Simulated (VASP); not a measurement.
Crystal: Tl2B6Te.

```xyz
9
Lattice="0.0000 4.2348 4.2348 4.2348 0.0000 4.2348 4.2348 4.2348 0.0000" Properties=species:S:1:pos:R:3 pbc="T T T"
Tl    6.3522    6.3522    6.3522
Tl    2.1174    2.1174    2.1174
B     4.2348    4.2348    6.3545
B     4.2348    4.2348    2.1151
B     6.3545    4.2348    4.2348
B     2.1151    4.2348    4.2348
B     4.2348    2.1151    4.2348
B     4.2348    6.3545    4.2348
Te    0.0000    0.0000    0.0000
```

- Program: VASP 6.6.1
- Task: relaxation of cell and atoms
- Functional: PBE
- Potentials or basis: VASP PAW PBE potentials, release 64 (Tl_d, B, Te)
- Cutoff: 600 eV
- k mesh: 4 × 4 × 4
- Occupations: gaussian, width 0.1 eV
- Spin: no spin polarisation

At the start: pressure 5.8 GPa; volume 16.88 Å³/atom.

Task: How do energy, volume and symmetry change on relaxing?

Result: Over 14 steps the energy falls by 1682.4 meV/atom and the volume is 15.99 Å³/atom (-5.3 %); space group Fm-3m (No. 225, to 0.05 Å).

The path:
| step | energy change (eV) | largest force (eV/Å) | pressure (GPa) | volume (Å³) |
| --- | --- | --- | --- | --- |
| 1 | 0.0000 | 3.7256 | 5.84 | 151.89 |
| 2 | -2.6387 | 1.9789 | -8.05 | 165.83 |
| 3 | -3.1705 | 1.8854 | -11.19 | 172.31 |
| 4 | -4.1507 | 2.3523 | -14.14 | 185.78 |
| 5 | -7.4528 | 3.0147 | -15.56 | 172.83 |
| 6 | -14.6967 | 2.4264 | 8.39 | 137.62 |
| 7 | -13.6832 | 2.8089 | -10.02 | 151.21 |
| 8 | -15.0284 | 1.0518 | -2.60 | 143.72 |
| 9 | -15.1289 | 0.2812 | 0.08 | 141.93 |
| 10 | -15.1301 | 0.1206 | 1.39 | 141.13 |
| 11 | -15.1369 | 0.1843 | -0.07 | 142.96 |
| 12 | -15.1373 | 0.1206 | 0.26 | 142.57 |
| 13 | -15.1399 | 0.0718 | 0.15 | 143.19 |
| 14 | -15.1413 | 0.0192 | 0.05 | 143.87 |

Final structure:
```cif
data_structure
_symmetry_space_group_name_H-M 'P 1'
_symmetry_Int_Tables_number 1
_cell_length_a 5.8815
_cell_length_b 5.8815
_cell_length_c 5.8815
_cell_angle_alpha 60.000
_cell_angle_beta 60.000
_cell_angle_gamma 60.000
_cell_volume 143.87
loop_
_atom_site_label
_atom_site_type_symbol
_atom_site_fract_x
_atom_site_fract_y
_atom_site_fract_z
_atom_site_occupancy
Tl1 Tl 0.75000 0.75000 0.75000 1
Tl2 Tl 0.25000 0.25000 0.25000 1
B1 B 0.64814 0.64814 0.35186 1
B2 B 0.35186 0.35186 0.64814 1
B3 B 0.35186 0.64814 0.64814 1
B4 B 0.64814 0.35186 0.35186 1
B5 B 0.35186 0.64814 0.35186 1
B6 B 0.64814 0.35186 0.64814 1
Te1 Te 0.00000 0.00000 0.00000 1
```
